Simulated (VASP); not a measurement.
# CoSi2 (Fm-3m) in VASP: a series of runs

Runs on CoSi2. Level: PBE. Tasks: single point.

All numbers are computed with VASP 6.6.1; they aren't measurements. Logs are shortened: lines on timing, memory, paths and dates and some standing lists are left out, and cuts for length are marked.

### Step 1. The cell of the first run

It takes space group Fm-3m (No. 225, cubic). Conventional cell: a = 5.426 Å, b = 5.426 Å, c = 5.426 Å, α = 90.00°, β = 90.00°, γ = 90.00°. Within 3.1 Å of Co (site symmetry m-3m) lie 8 Si at 2.35 Å. Within 3.1 Å of Si (site symmetry -43m) lie 4 Co at 2.35 Å and 6 Si at 2.71 Å.

### Step 2. Single point, PBE, collinear spin, ferromagnetic start

INCAR reads:

```
PREC = Accurate
ENCUT = 520
EDIFF = 1E-7
ISMEAR = -1
SIGMA = 0.05
LREAL = F
LASPH = T
NELM = 150
ALGO = Normal
ISIF = 2
LWAVE = F
LCHARG = F
ISPIN = 2
MAGMOM = 2 0 0
LORBIT = 11
LMAXMIX = 4
GGA = PE
NBANDS = 20
```

KPOINTS reads:

```
Automatic mesh
0
Gamma
  9 9 9
```

POSCAR reads:

```
CoSi2
1.0
    0.0000000000      2.7132408834      2.7132408834
    2.7132408834      0.0000000000      2.7132408834
    2.7132408834      2.7132408834      0.0000000000
Co Si
1 2
Direct
    0.0000000000      0.0000000000      0.0000000000
    0.7500000000      0.7500000000      0.7500000000
    0.2500000000      0.2500000000      0.2500000000
```

Potentials or basis: VASP PAW PBE potentials, release 64 (Co, Si).

On the command line:

```
> cat potpaw_PBE.64/Co/POTCAR potpaw_PBE.64/Si/POTCAR > POTCAR
> mpirun -np 1 vasp_std > vasp.out
```

OUTCAR:

```text
PREC = Accurate
   ENCUT = 520
   EDIFF = 1E-7
   ISMEAR = -1
   LREAL = F
   LASPH = T
   NELM = 150
   ISIF = 2
   ISPIN = 2
   LORBIT = 11
   GGA = PE

 ion  position               nearest neighbor table
   1  0.000  0.000  0.000-   2 2.35   2 2.35   2 2.35   2 2.35   3 2.35   3 2.35   3 2.35   3 2.35

   2  0.750  0.750  0.750-   1 2.35   1 2.35   1 2.35   1 2.35   3 2.71   3 2.71   3 2.71   3 2.71
                             3 2.71   3 2.71
   3  0.250  0.250  0.250-   1 2.35   1 2.35   1 2.35   1 2.35   2 2.71   2 2.71   2 2.71   2 2.71
                             2 2.71   2 2.71

  LATTYP: Found a face centered cubic cell.
 ALAT       =     5.4264817668

  Lattice vectors:

 A1 = (   0.0000000000,   2.7132408834,   2.7132408834)
 A2 = (   2.7132408834,   0.0000000000,   2.7132408834)
 A3 = (   2.7132408834,   2.7132408834,   0.0000000000)

Analysis of symmetry for initial positions (statically):
=====================================================================
 Subroutine PRICEL returns:
 Original cell was already a primitive cell.

 Routine SETGRP: Setting up the symmetry group for a
 face centered cubic supercell.

 Subroutine GETGRP returns: Found 48 space group operations
 (whereof 48 operations were pure point group operations)
 out of a pool of 48 trial point group operations.

The static configuration has the point symmetry O_h .

Analysis of symmetry for dynamics (positions and initial velocities):
=====================================================================
 Subroutine PRICEL returns:
 Original cell was already a primitive cell.

 Routine SETGRP: Setting up the symmetry group for a
 face centered cubic supercell.

 Subroutine GETGRP returns: Found 48 space group operations
 (whereof 48 operations were pure point group operations)
 out of a pool of 48 trial point group operations.

The dynamic configuration has the point symmetry O_h .

Analysis of structural, dynamic, and magnetic symmetry:
=====================================================================
 Subroutine PRICEL returns:
 Original cell was already a primitive cell.

 Routine SETGRP: Setting up the symmetry group for a
 face centered cubic supercell.

 Subroutine GETGRP returns: Found 48 space group operations
 (whereof 48 operations were pure point group operations)
 out of a pool of 48 trial point group operations.

The overall configuration has the point symmetry O_h .

 Subroutine INISYM returns: Found 48 space group operations
 (whereof 48 operations are pure point group operations),
 and found     1 'primitive' translations

----------------------------------------------------------------------------------------

                                     Primitive cell

  volume of cell :      39.9480

  direct lattice vectors                    reciprocal lattice vectors
     0.000000000  2.713240883  2.713240883    -0.184281463  0.184281463  0.184281463
     2.713240883  0.000000000  2.713240883     0.184281463 -0.184281463  0.184281463
     2.713240883  2.713240883  0.000000000     0.184281463  0.184281463 -0.184281463

  length of vectors
     3.837102055  3.837102055  3.837102055     0.319184857  0.319184857  0.319184857

  position of ions in fractional coordinates (direct lattice)
     0.000000000  0.000000000  0.000000000
     0.750000000  0.750000000  0.750000000
     0.250000000  0.250000000  0.250000000

  ion indices of the primitive-cell ions
   primitive index   ion index
                 1           1
                 2           2
                 3           3

----------------------------------------------------------------------------------------

 KPOINTS: Automatic mesh

Automatic generation of k-mesh.
 Grid dimensions read from file:
 generate k-points for:    9    9    9

 Generating k-lattice:

  Cartesian coordinates                     Fractional coordinates (reciprocal lattice)
    -0.020475718  0.020475718  0.020475718     0.111111111  0.000000000  0.000000000
     0.020475718 -0.020475718  0.020475718     0.000000000  0.111111111  0.000000000
     0.020475718  0.020475718 -0.020475718     0.000000000  0.000000000  0.111111111

  Length of vectors
     0.035464984  0.035464984  0.035464984

  Shift w.r.t. Gamma in fractional coordinates (k-lattice)
     0.000000000  0.000000000  0.000000000

 Subroutine IBZKPT returns following result:
 ===========================================

 Found     35 irreducible k-points:

 Following reciprocal coordinates:
            Coordinates               Weight
  0.000000  0.000000  0.000000      1.000000
  0.111111  0.000000  0.000000      8.000000
  0.222222  0.000000  0.000000      8.000000
  0.333333  0.000000  0.000000      8.000000
  0.444444  0.000000  0.000000      8.000000
  0.111111  0.111111  0.000000      6.000000
[... 16 lines left out ...]
 -0.333333  0.333333  0.000000     12.000000
  0.444444  0.444444  0.000000      6.000000
 [... further k-points ...]
   k-points           NKPTS =     35   k-points in BZ     NKDIM =     35   number of bands    NBANDS=     20
   number of dos      NEDOS =    301   number of ions     NIONS =      3
   total plane-waves  NPLWV =  27000
   dimension x,y,z NGX =    30 NGY =   30 NGZ =   30
   dimension x,y,z NGXF=    60 NGYF=   60 NGZF=   60
   ions per type =               1   2
   NGX,Y,Z   is equivalent  to a cutoff of  13.00, 13.00, 13.00 a.u.
   NGXF,Y,Z  is equivalent  to a cutoff of  26.00, 26.00, 26.00 a.u.
 SYSTEM =  unknown system
   PREC   = accura    normal or accurate (medium, high low for compatibility)
   ISTART =      0    job   : 0-new  1-cont  2-samecut
   ICHARG =      2    charge: 1-file 2-atom 10-const
   ISPIN  =      2    spin polarized calculation?
   LNONCOLLINEAR =      F non collinear calculations
   LSORBIT =      F    spin-orbit coupling
   LASPH  =      T    aspherical Exc in radial PAW
   ENCUT  =  520.0 eV  38.22 Ry    6.18 a.u.   7.13  7.13  7.13*2*pi/ulx,y,z
   NELM   =    150;   NELMIN=  2; NELMDL= -5     # of ELM steps
   EDIFF  = 0.1E-06   stopping-criterion for ELM
   LREAL  =      F    real-space projection
   EDIFFG = 0.1E-05   stopping-criterion for IOM
   NSW    =      0    number of steps for IOM
   IBRION =     -1    ionic relax: 0-MD 1-quasi-New 2-CG
   NFREE  =      0    steps in history (QN), initial steepest desc. (CG)
   ISIF   =      2    stress and relaxation
   ISYM   =      2    0-nonsym 1-usesym 2-fastsym
   POTIM  = 0.5000    time-step for ionic-motion
   TEBEG  =    0.0;   TEEND  =   0.0 temperature during run
   PSTRESS=    0.0 pullay stress
   NELECT =      17.0000    total number of electrons
   NUPDOWN=      -1.0000    fix difference up-down
   EMIN   =  10.00;   EMAX   =-10.00  energy-range for DOS
[... 5 lines left out ...]
     AMIX     =   0.40;   BMIX     =  1.00
     AMIX_MAG =   1.60;   BMIX_MAG =  1.00
  volume/ion in A,a.u.               =      13.32        89.86
  Fermi-wavevector in a.u.,A,eV,Ry     =   1.231382  2.326974 20.630535  1.516302
  Thomas-Fermi vector in A             =   2.366194
   LORBIT       =     11    0 simple, 1 ext, 2 COOP (PROOUT), +10 PAW based schemes
   GGA     = PE    functional components
   LHFCALC =     F    Hartree Fock is set to
   AEXX    =    0.0000 exact exchange contribution
   IVDW    =     0    specifies the selected vdW correction
   LEPSILON=     F    determine dielectric tensor
   LRPA    =     F    only Hartree local field effects (RPA)
 spin polarized calculation
  energy-cutoff  :      520.00
  volume of cell :       39.95
 maximum number of plane-waves:      1089
 NGX is ok and might be reduce to    30
   NGX = 15   NGY = 15   NGZ = 15

 number of electron      17.0000003 magnetization       0.0000164

 number of electron      17.0000003 magnetization      -0.0000250

 Free energy of the ion-electron system (eV)
  ---------------------------------------------------
  ext. energy  EPLUGINS =         0.00000000
  ---------------------------------------------------
  free energy    TOTEN  =       -19.26610602 eV

  energy without entropy =      -19.25601372  energy(sigma->0) =      -19.26105987

 E-fermi :   9.5465     XC(G=0): -11.5666

 val. band max:        9.5164575099   @ k =  -0.2222   0.1111   0.0000
 cond. band min:       9.5785444272   @ k =   0.3333   0.1111   0.0000
 fundamental gap:      0.0620869173
 Fermi energy:         9.5465194613

 spin component 1

 k-point     1 :       0.0000    0.0000    0.0000
  band No.  band energies     occupation
      1      -3.2517      1.00000
      2       5.6700      1.00000
      3       5.6700      1.00000
      4       5.6700      1.00000
      5       7.7944      1.00000
      6       7.7944      1.00000
[... 12 lines left out ...]
     19      19.9566      0.00000
     20      23.7636      0.00000

 k-point     2 :       0.1111    0.0000    0.0000
  band No.  band energies     occupation
      1      -3.0700      1.00000
      2       5.1909      1.00000
      3       5.7339      1.00000
      4       5.7339      1.00000
      5       7.7433      1.00000
      6       7.7433      1.00000
[... 12 lines left out ...]
     19      20.7580      0.00000
     20      24.3412      0.00000

 k-point     3 :       0.2222    0.0000    0.0000
  band No.  band energies     occupation
      1      -2.5310      1.00000
      2       4.0324      1.00000
      3       5.8971      1.00000
      4       5.8971      1.00000
      5       7.6615      1.00000
      6       7.6615      1.00000
[... 12 lines left out ...]
     19      22.8881      0.00000
     20      25.7347      0.00000

 k-point     4 :       0.3333    0.0000    0.0000
  band No.  band energies     occupation
      1      -1.6552      1.00000
      2       2.5512      1.00000
      3       6.0695      1.00000
      4       6.0695      1.00000
      5       7.7155      1.00000
      6       7.7155      1.00000
[... 429 lines left out ...]
 k-point    23 :      -0.3333    0.3333    0.0000
  band No.  band energies     occupation
      1       0.7769      1.00000
      2       1.5027      1.00000
      3       3.6383      1.00000
      4       6.1264      1.00000
      5       6.4466      1.00000
      6       7.2624      1.00000
[... 12 lines left out ...]
     19      25.2045      0.00000
     20      26.1774      0.00000

 k-point    24 :       0.4444    0.4444    0.0000
  band No.  band energies     occupation
      1       0.2725      1.00000
      2       3.0860      1.00000
      3       3.2954      1.00000
      4       5.9973      1.00000
      5       5.9973      1.00000
      6       7.8209      1.00000
[... 12 lines left out ...]
     19      24.3249      0.00000
     20      24.3249      0.00000

 [... further k-points ...]

 spin component 2

 k-point     1 :       0.0000    0.0000    0.0000
  band No.  band energies     occupation
      1      -3.2517      1.00000
      2       5.6700      1.00000
      3       5.6700      1.00000
      4       5.6700      1.00000
      5       7.7944      1.00000
      6       7.7944      1.00000
[... 12 lines left out ...]
     19      19.9566      0.00000
     20      23.7636      0.00000

 k-point     2 :       0.1111    0.0000    0.0000
  band No.  band energies     occupation
      1      -3.0700      1.00000
      2       5.1909      1.00000
      3       5.7339      1.00000
      4       5.7339      1.00000
      5       7.7433      1.00000
      6       7.7433      1.00000
[... 12 lines left out ...]
     19      20.7580      0.00000
     20      24.3412      0.00000

 k-point     3 :       0.2222    0.0000    0.0000
  band No.  band energies     occupation
      1      -2.5310      1.00000
      2       4.0324      1.00000
      3       5.8971      1.00000
      4       5.8971      1.00000
      5       7.6615      1.00000
      6       7.6615      1.00000
[... 12 lines left out ...]
     19      22.8881      0.00000
     20      25.7347      0.00000

 k-point     4 :       0.3333    0.0000    0.0000
  band No.  band energies     occupation
      1      -1.6552      1.00000
      2       2.5512      1.00000
      3       6.0695      1.00000
      4       6.0695      1.00000
      5       7.7155      1.00000
      6       7.7155      1.00000
[... 429 lines left out ...]
 k-point    23 :      -0.3333    0.3333    0.0000
  band No.  band energies     occupation
      1       0.7769      1.00000
      2       1.5027      1.00000
      3       3.6383      1.00000
      4       6.1264      1.00000
      5       6.4466      1.00000
      6       7.2624      1.00000
[... 12 lines left out ...]
     19      25.2045      0.00000
     20      26.1784      0.00000

 k-point    24 :       0.4444    0.4444    0.0000
  band No.  band energies     occupation
      1       0.2725      1.00000
      2       3.0860      1.00000
      3       3.2954      1.00000
      4       5.9973      1.00000
      5       5.9973      1.00000
      6       7.8209      1.00000
[... 12 lines left out ...]
     19      24.3249      0.00000
     20      24.3249      0.00000

 [... further k-points ...]
[... 5 lines left out ...]
  --------------------------------------------------------------------------------------
  -------------------------------------------------------------------------------------
  Total       -1.5289390     -1.5289390     -1.5289390      0.0000000      0.0000000      0.0000000
  in kB      -61.3204999    -61.3204999    -61.3204999      0.0000000      0.0000000      0.0000000
  external PRESSURE =     -61.3204999 kB  Pullay stress =       0.0000000 kB

 VOLUME and BASIS-vectors are now :
 -----------------------------------------------------------------------------
  energy-cutoff  :      520.00
  volume of cell :       39.95
      direct lattice vectors                 reciprocal lattice vectors
     0.000000000  2.713240883  2.713240883    -0.184281463  0.184281463  0.184281463
     2.713240883  0.000000000  2.713240883     0.184281463 -0.184281463  0.184281463
     2.713240883  2.713240883  0.000000000     0.184281463  0.184281463 -0.184281463

 POSITION                                       TOTAL-FORCE (eV/Angst)
 -----------------------------------------------------------------------------------
      0.00000      0.00000      0.00000        -0.000000      0.000000     -0.000000
      4.06986      4.06986      4.06986         0.000000      0.000000      0.000000
      1.35662      1.35662      1.35662        -0.000000     -0.000000     -0.000000
 -----------------------------------------------------------------------------------
    total drift:                                0.000000     -0.000000     -0.000000

  FREE ENERGIE OF THE ION-ELECTRON SYSTEM (eV)
  ---------------------------------------------------
  free  energy   TOTEN  =       -19.2661060185 eV

  energy  without entropy=      -19.2560137214  energy(sigma->0) =      -19.26105987

 total charge

# of ion       s       p       d       tot
------------------------------------------
    1        0.520   0.673   7.557   8.750
    2        0.719   0.847   0.000   1.567
    3        0.719   0.847   0.000   1.567
--------------------------------------------------
tot          1.959   2.368   7.557  11.884

 magnetization (x)

# of ion       s       p       d       tot
------------------------------------------
    1       -0.000  -0.000  -0.000  -0.000
    2        0.000   0.000   0.000   0.000
    3        0.000   0.000   0.000   0.000
--------------------------------------------------
tot          0.000   0.000  -0.000  -0.000
```

It took 46 s on 1 thread of Intel Xeon Platinum 8488C (Sapphire Rapids), shared host; peak memory 0.21 GiB.

What came out:

* Free energy: -19.2661 eV
* Pressure: -6.1 GPa
* Net moment: 0.00 μB per cell
* Valence electrons inside the program's atomic spheres: Co 8.75; Si 1.57

Levels at points of the mesh, in eV from the Fermi level:
Spin up:
| k point | band 6 | band 7 | band 8 | band 9 | band 10 | band 11 | band 12 | band 13 |
| --- | --- | --- | --- | --- | --- | --- | --- | --- |
| (0.00, 0.00, 0.00) | -1.75 | 0.40 | 3.28 | 3.28 | 3.28 | 3.46 | 3.46 | 3.46 |
Spin down:
```tsv
k point	band 7	band 8	band 9	band 10	band 11	band 12
(0.00, 0.00, 0.00)	0.40	3.28	3.28	3.28	3.46	3.46
```

Caveat: the starting moments collapsed, and a magnetic state may lie lower.

(Part 1 of 2 ends here.)
